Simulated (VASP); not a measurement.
Write the native input for VASP 6.6.1 that does the following.

```
Task                   : single point
Functional             : r2SCAN
Potentials or basis    : VASP PAW PBE potentials, release 64 (Si, O)
Cutoff                 : 520 eV
k mesh                 : 6 × 6 × 4
Occupations            : fermi-dirac, width 0.02 eV
Spin                   : no spin polarisation
Dipole correction      : no
Further INCAR settings : ALGO = Normal; EDIFF = 1e-06; NBANDS = 44
```

SiO2:

```
Si O
1.0
     4.98507    0.00000    0.00000
     0.00000    4.98507    0.00000
     0.00000    0.00000    6.92725
Si O
4 8
Direct
  0.30175 0.30175 0.00000
  0.19825 0.80175 0.25000
  0.69825 0.69825 0.50000
  0.80175 0.19825 0.75000
  0.23845 0.10794 0.18082
  0.39206 0.73845 0.43082
  0.76155 0.89206 0.68082
  0.60794 0.26155 0.93082
  0.73845 0.39206 0.56918
  0.89206 0.76155 0.31918
  0.26155 0.60794 0.06918
  0.10794 0.23845 0.81918
```

One way to write it, as run:

POSCAR

```
SiO2
1.0
    4.9850712014      0.0000000000      0.0000000000
    0.0000000000      4.9850712014      0.0000000000
    0.0000000000      0.0000000000      6.9272457093
Si O
4 8
Direct
    0.3017450570      0.3017450570      0.0000000000
    0.1982549430      0.8017450570      0.2500000000
    0.6982549430      0.6982549430      0.5000000000
    0.8017450570      0.1982549430      0.7500000000
    0.2384469224      0.1079385352      0.1808244293
    0.3920614648      0.7384469224      0.4308244293
    0.7615530776      0.8920614648      0.6808244293
    0.6079385352      0.2615530776      0.9308244293
    0.7384469224      0.3920614648      0.5691755707
    0.8920614648      0.7615530776      0.3191755707
    0.2615530776      0.6079385352      0.0691755707
    0.1079385352      0.2384469224      0.8191755707
```

INCAR.step1

```
SYSTEM = SiO2
  PREC = Accurate
  ENCUT = 520
  ISMEAR = -1
  SIGMA = 0.02
  LREAL = .FALSE.
  LASPH = .TRUE.
  NELM = 80
  NBANDS = 44
  GGA = PE
  ALGO = Normal
  EDIFF = 1E-4
  LWAVE = .TRUE.
  LCHARG = .FALSE.
```

INCAR.step2

```
SYSTEM = SiO2
  PREC = Accurate
  ENCUT = 520
  EDIFF = 1E-6
  ISMEAR = -1
  SIGMA = 0.02
  LREAL = .FALSE.
  LASPH = .TRUE.
  NELM = 80
  ALGO = Normal
  ISIF = 2
  LWAVE = .FALSE.
  LCHARG = .FALSE.
  METAGGA = R2SCAN
  LMIXTAU = .TRUE.
  NBANDS = 44
  ISTART = 1
```

KPOINTS

```
Automatic mesh
0
G
  6 6 4
  0 0 0
```

Potentials or basis: VASP PAW PBE potentials, release 64 (Si, O).

The run is started by

```console
$ cat potpaw_PBE.64/Si/POTCAR potpaw_PBE.64/O/POTCAR > POTCAR
$ cp INCAR.step1 INCAR
$ mpirun -np 1 vasp_std > vasp.out
$ cp INCAR.step2 INCAR
$ mpirun -np 1 vasp_std > vasp.out
```

It gave:

* Pressure: 0.1 GPa
* Largest force: 0.030 eV/Å
* Band gap on the k mesh: 6.34 eV

Caveat: the PAW data sets were made with another functional, which shifts forces and pressure a little.

Wall time 16 min on 1 thread of AMD EPYC 7R13 Processor (Zen 3), with other jobs on the host, peak memory 0.37 GiB.
